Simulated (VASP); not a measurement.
# Cu (Im-3m) in VASP: further runs, part 2 of 2

VASP 6.6.1. The steps go on from the part before.

### 3 Relaxation of cell and atoms, LDA

This run uses another cell than the first one, of 11.82 Å³/atom.

File INCAR:

```
SYSTEM = Cu
ALGO     = Normal         ! electronic algorithm
EDIFF    = 1E-7           ! SCF threshold, eV
EDIFFG   = -0.01          ! ionic threshold
ENCUT    = 600            ! plane-wave cutoff, eV
GGA_COMPAT= .False.      
IBRION   = 2              ! ionic algorithm
ISIF     = 3              ! what is computed and relaxed
ISMEAR   = 0              ! smearing method
LASPH    = .True.         ! aspherical terms in the spheres
LCHARG   = .False.        ! write CHGCAR
LREAL    = .False.        ! projectors in reciprocal space
LWAVE    = .False.        ! write WAVECAR
NELM     = 120            ! most SCF steps
NELMIN   = 4            
NSW      = 60             ! ionic steps
PREC     = Accurate       ! precision mode
SIGMA    = 0.1            ! smearing width, eV
```

File KPOINTS:

```
k-points
0
Gamma
  12 12 12
  0 0 0
```

File POSCAR:

```
Cu
1.0
   -1.4350000000      1.4350000000      1.4350000000
    1.4350000000     -1.4350000000      1.4350000000
    1.4350000000      1.4350000000     -1.4350000000
Cu
1
Direct
    0.0000000000      0.0000000000      0.0000000000
```

Potentials or basis: VASP PAW LDA potentials, release 64 (Cu).

Run with:

```bash
$ cat potpaw_LDA.64/Cu/POTCAR > POTCAR
$ mpirun -np 1 vasp_std > vasp.out
```

OUTCAR:

```text
SYSTEM = Cu
   EDIFF = 1E-7
   EDIFFG = -0.01
   ENCUT = 600
   IBRION = 2
   ISIF = 3
   ISMEAR = 0
   LASPH = .True.
   LREAL = .False.
   NELM = 120
   NELMIN = 4
   NSW = 60
   PREC = Accurate

 ion  position               nearest neighbor table
   1  0.000  0.000  0.000-

  LATTYP: Found a body centered cubic cell.
 ALAT       =     2.8700000000

  Lattice vectors:

 A1 = (  -1.4350000000,   1.4350000000,   1.4350000000)
 A2 = (   1.4350000000,  -1.4350000000,   1.4350000000)
 A3 = (   1.4350000000,   1.4350000000,  -1.4350000000)

Analysis of symmetry for initial positions (statically):
=====================================================================
 Subroutine PRICEL returns:
 Original cell was already a primitive cell.

 Routine SETGRP: Setting up the symmetry group for a
 body centered cubic supercell.

 Subroutine GETGRP returns: Found 48 space group operations
 (whereof 48 operations were pure point group operations)
 out of a pool of 48 trial point group operations.

The static configuration has the point symmetry O_h .

Analysis of symmetry for dynamics (positions and initial velocities):
=====================================================================
 Subroutine PRICEL returns:
 Original cell was already a primitive cell.

 Routine SETGRP: Setting up the symmetry group for a
 body centered cubic supercell.

 Subroutine GETGRP returns: Found 48 space group operations
 (whereof 48 operations were pure point group operations)
 out of a pool of 48 trial point group operations.

The dynamic configuration has the point symmetry O_h .

 Subroutine INISYM returns: Found 48 space group operations
 (whereof 48 operations are pure point group operations),
 and found     1 'primitive' translations

----------------------------------------------------------------------------------------

                                     Primitive cell

  volume of cell :      11.8200

  direct lattice vectors                    reciprocal lattice vectors
    -1.435000000  1.435000000  1.435000000     0.000000000  0.348432056  0.348432056
     1.435000000 -1.435000000  1.435000000     0.348432056  0.000000000  0.348432056
     1.435000000  1.435000000 -1.435000000     0.348432056  0.348432056  0.000000000

  length of vectors
     2.485492909  2.485492909  2.485492909     0.492757339  0.492757339  0.492757339

  position of ions in fractional coordinates (direct lattice)
     0.000000000  0.000000000  0.000000000

  ion indices of the primitive-cell ions
   primitive index   ion index
                 1           1

----------------------------------------------------------------------------------------

 KPOINTS: k-points

Automatic generation of k-mesh.
 Grid dimensions read from file:
 generate k-points for:   12   12   12

 Generating k-lattice:

[... 21 lines left out ...]
  0.250000  0.000000  0.000000     12.000000
  0.333333  0.000000  0.000000     12.000000
  0.416667  0.000000  0.000000     12.000000
[... 16 lines left out ...]
  0.333333  0.083333  0.083333     24.000000
  0.416667  0.083333  0.083333     12.000000
 [... further k-points ...]
   k-points           NKPTS =     72   k-points in BZ     NKDIM =     72   number of bands    NBANDS=      9
   number of dos      NEDOS =    301   number of ions     NIONS =      1
   total plane-waves  NPLWV =   8000
   dimension x,y,z NGX =    20 NGY =   20 NGZ =   20
   dimension x,y,z NGXF=    40 NGYF=   40 NGZF=   40
   ions per type =               1
   NGX,Y,Z   is equivalent  to a cutoff of  13.38, 13.38, 13.38 a.u.
   NGXF,Y,Z  is equivalent  to a cutoff of  26.75, 26.75, 26.75 a.u.
 SYSTEM =  Cu
   PREC   = accura    normal or accurate (medium, high low for compatibility)
   ISTART =      0    job   : 0-new  1-cont  2-samecut
   ICHARG =      2    charge: 1-file 2-atom 10-const
   ISPIN  =      1    spin polarized calculation?
   LNONCOLLINEAR =      F non collinear calculations
   LSORBIT =      F    spin-orbit coupling
   LASPH  =      T    aspherical Exc in radial PAW
   ENCUT  =  600.0 eV  44.10 Ry    6.64 a.u.   4.96  4.96  4.96*2*pi/ulx,y,z
   NELM   =    120;   NELMIN=  4; NELMDL= -5     # of ELM steps
   EDIFF  = 0.1E-06   stopping-criterion for ELM
   LREAL  =      F    real-space projection
   EDIFFG = -.1E-01   stopping-criterion for IOM
   NSW    =     60    number of steps for IOM
   IBRION =      2    ionic relax: 0-MD 1-quasi-New 2-CG
   NFREE  =      1    steps in history (QN), initial steepest desc. (CG)
   ISIF   =      3    stress and relaxation
   ISYM   =      2    0-nonsym 1-usesym 2-fastsym
   POTIM  = 0.5000    time-step for ionic-motion
   TEBEG  =    0.0;   TEEND  =   0.0 temperature during run
   PSTRESS=    0.0 pullay stress
   NELECT =      11.0000    total number of electrons
   NUPDOWN=      -1.0000    fix difference up-down
   EMIN   =  10.00;   EMAX   =-10.00  energy-range for DOS
   EFERMI =   0.00;   METHOD = LEGACY
   ISMEAR =     0;   SIGMA  =   0.10  broadening in eV -4-tet -1-fermi 0-gaus
   EFERMI_NEDOS =   21; number of points for ismear=-14 and -15
   IALGO  =     38    algorithm
   IMIX   =      4    mixing-type and parameters
     AMIX     =   0.40;   BMIX     =  1.00
     AMIX_MAG =   1.60;   BMIX_MAG =  1.00
  volume/ion in A,a.u.               =      11.82        79.76
  Fermi-wavevector in a.u.,A,eV,Ry     =   1.598333  3.020411 34.758357  2.554667
  Thomas-Fermi vector in A             =   2.695799
   LORBIT       =      0    0 simple, 1 ext, 2 COOP (PROOUT), +10 PAW based schemes
   GGA     = CA    functional components
   LHFCALC =     F    Hartree Fock is set to
   AEXX    =    0.0000 exact exchange contribution
   IVDW    =     0    specifies the selected vdW correction
   LEPSILON=     F    determine dielectric tensor
   LRPA    =     F    only Hartree local field effects (RPA)
 conjugate gradient relaxation of ions
 non-spin polarized calculation
 Gauss-broadening in eV      SIGMA  =   0.10
  energy-cutoff  :      600.00
  volume of cell :       11.82
 maximum number of plane-waves:       420
   NGX =  9   NGY =  9   NGZ =  9

--------------------------------------- Ionic step        1  -------------------------------------------

 number of electron      10.9999996 magnetization

 Free energy of the ion-electron system (eV)
  ---------------------------------------------------
  ext. energy  EPLUGINS =         0.00000000
  ---------------------------------------------------
  free energy    TOTEN  =        -4.62374058 eV

  energy without entropy =       -4.61985786  energy(sigma->0) =       -4.62179922

------------------------ aborting loop because EDIFF is reached ----------------------------------------

  FORCE on cell =-STRESS in cart. coord.  units (eV):
  Direction    XX          YY          ZZ          XY          YZ          ZX
  --------------------------------------------------------------------------------------
  -------------------------------------------------------------------------------------
  Total       -0.8230870     -0.8230870     -0.8230870     -0.0000000      0.0000000     -0.0000000
  in kB     -111.5682505   -111.5682505   -111.5682505     -0.0000000      0.0000000     -0.0000000
  external PRESSURE =    -111.5682505 kB  Pullay stress =       0.0000000 kB
[... 57 lines left out ...]
--------------------------------------- Ionic step        3  -------------------------------------------

 number of electron      11.0000004 magnetization

 Free energy of the ion-electron system (eV)
  ---------------------------------------------------
  ext. energy  EPLUGINS =         0.00000000
  ---------------------------------------------------
  free energy    TOTEN  =        -4.65522300 eV

  energy without entropy =       -4.65128660  energy(sigma->0) =       -4.65325480

 E-fermi :   8.3331     XC(G=0): -13.5353

 val. band max:        8.3122844453   @ k =   0.1667   0.1667   0.1667
 cond. band min:       8.3360448651   @ k =  -0.3333   0.4167   0.1667
 fundamental gap:      0.0237604198
 Fermi energy:         8.3331022817

 k-point     1 :       0.0000    0.0000    0.0000
  band No.  band energies     occupation
      1      -1.6244      2.00000
      2       4.8834      2.00000
      3       4.8834      2.00000
      4       4.8834      2.00000
      5       6.0304      2.00000
      6       6.0304      2.00000
      7      34.1198      0.00000
      8      34.1198      0.00000
      9      34.1198      0.00000
[... 265 lines left out ...]
 k-point    24 :       0.4167    0.0833    0.0833
  band No.  band energies     occupation
      1       3.0927      2.00000
      2       4.0472      2.00000
      3       5.6244      2.00000
      4       6.0293      2.00000
      5       6.1597      2.00000
      6       9.3000      0.00000
      7      13.1743      0.00000
      8      23.0269      0.00000
      9      23.3973      0.00000

 [... further k-points ...]
[... 5 lines left out ...]
  --------------------------------------------------------------------------------------
  -------------------------------------------------------------------------------------
  Total       -0.0042520     -0.0042520     -0.0042520      0.0000000     -0.0000000      0.0000000
  in kB       -0.6202797     -0.6202797     -0.6202797      0.0000000     -0.0000000      0.0000000
  external PRESSURE =      -0.6202797 kB  Pullay stress =       0.0000000 kB
[... 16 lines left out ...]
  FREE ENERGIE OF THE ION-ELECTRON SYSTEM (eV)
  ---------------------------------------------------
  free  energy   TOTEN  =        -4.6552229996 eV

  energy  without entropy=       -4.6512866011  energy(sigma->0) =       -4.65325480

 reached required accuracy - stopping structural energy minimisation
```

Wall time 29 s (1 thread of Intel Xeon 8259CL, shared host); peak memory 0.13 GiB.

What came out:

```
Free energy                           : -4.6552 eV
Relaxed volume                        : 10.98 Å³/atom
Relaxed cell                          : a = 2.425 Å, b = 2.425 Å, c = 2.425 Å, α = 109.47°, β = 109.47°, γ = 109.47°
Space group after relaxing (to 0.1 Å) : Im-3m (No. 229)
Energy gained by relaxing             : 31.5 meV/atom
Ionic steps                           : 3
Pressure after relaxing               : -0.1 GPa
Band gap on the k mesh                : zero (an odd number of electrons rules out a gap without spin polarisation)
```

The path:
| step | energy change (eV) | largest force (eV/Å) | pressure (GPa) | volume (Å³) |
| --- | --- | --- | --- | --- |
| 1 | 0.0000 | 0.0000 | -11.16 | 11.82 |
| 2 | -0.0166 | 0.0000 | 9.70 | 10.47 |
| 3 | -0.0315 | 0.0000 | -0.06 | 10.98 |

Final structure:
```xyz
1
Lattice="-1.4003 1.4003 1.4003 1.4003 -1.4003 1.4003 1.4003 1.4003 -1.4003" Properties=species:S:1:pos:R:3 pbc="T T T"
Cu    0.0000    0.0000    0.0000
```

Levels at points of the mesh, in eV from the Fermi level:
| k point | band 3 | band 4 | band 5 | band 6 | band 7 | band 8 |
| --- | --- | --- | --- | --- | --- | --- |
| (0.00, 0.00, 0.00) | -3.45 | -3.45 | -2.30 | -2.30 | 25.79 | 25.79 |
| (0.50, 0.00, 0.00) | -2.35 | -2.18 | -1.49 | -0.81 | 4.67 | 18.06 |
| (0.50, 0.50, 0.50) | -1.68 | -1.68 | -1.68 | 8.42 | 8.42 | 8.42 |
